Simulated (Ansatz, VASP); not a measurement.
# WS in VASP and in Ansatz

Contents of INCAR:

```
SYSTEM = WS
PREC = Accurate
ENCUT = 600
EDIFF = 1E-6
ISMEAR = -1
SIGMA = 0.05
LREAL = .False.
LASPH = .True.
NELM = 80
ALGO = Normal
ISIF = 3
LWAVE = .False.
LCHARG = .False.
GGA = PS
IVDW = 12
IBRION = 2
NSW = 60
EDIFFG = -0.01
```

The input KPOINTS:

```
regular mesh
0
Gamma
  9 9 9
  0 0 0
```

The input POSCAR:

```
WS
1.0
    3.0078900000      0.0000000000      0.0000000000
    0.0000000000      3.0078900000      0.0000000000
    0.0000000000      0.0000000000      3.0078900000
W S
1 1
Direct
    0.5000000000      0.5000000000      0.5000000000
    0.0000000000      0.0000000000      0.0000000000
```

File input.yaml:

```yaml
crystal:
  lattice:
    - [3.00789, 0.0, 0.0]
    - [0.0, 3.00789, 0.0]
    - [0.0, 0.0, 3.00789]
  atoms:
    - { symbol: W, position: [0.5, 0.5, 0.5] }
    - { symbol: S, position: [0.0, 0.0, 0.0] }
hamiltonian:
  xc: pbesol
  pseudopotentials: { kind: paw }
  dispersion: d3bj
kpoints:
  mp_grid: { grid: [9, 9, 9] }
scf:
  occupations: { method: fermi_dirac, width: 0.05 }
output:
  forces: true
  stress: true
  eigenvalues: true
relax:
  f_tol: 0.01
  max_steps: 40
  cell: { stress_tol: 0.05 }
```

Alike in both runs: task relaxation of cell and atoms; functional PBEsol; dispersion D3(BJ); k mesh 9 × 9 × 9; occupations fermi-dirac, width 0.05 eV; no spin polarisation.

|  | VASP | Ansatz |
| --- | --- | --- |
| version | VASP 6.6.1 | Ansatz 0.2.0 |
| potentials or method | VASP PAW PBE potentials, release 64 (W_sv, S) | Ansatz PAW |
| plane-wave cutoff (eV) | 600 | 420 |
| valence electrons in the cell | 20 | 20 |

Ansatz gave:

- gap on the k mesh at the Fermi level, each at its own relaxed structure (eV): none
- relaxed volume (Å³/atom): 12.84
- relaxed cell length with the largest relative difference (Å): 2.950

Estimate VASP's values.

gap on the k mesh at the Fermi level, each at its own relaxed structure (eV): none; relaxed volume (Å³/atom): 12.88; relaxed cell length with the largest relative difference (Å): 2.953.

VASP's potentials were made for PBE, not for PBEsol. A gap of «none» marks a metal or a gap that the smearing closes.

Spin-orbit coupling is off throughout. Noted on Ansatz's run: the plane-wave basis is chosen anew once the cell has moved, so the energies of steps on either side of that aren't comparable.
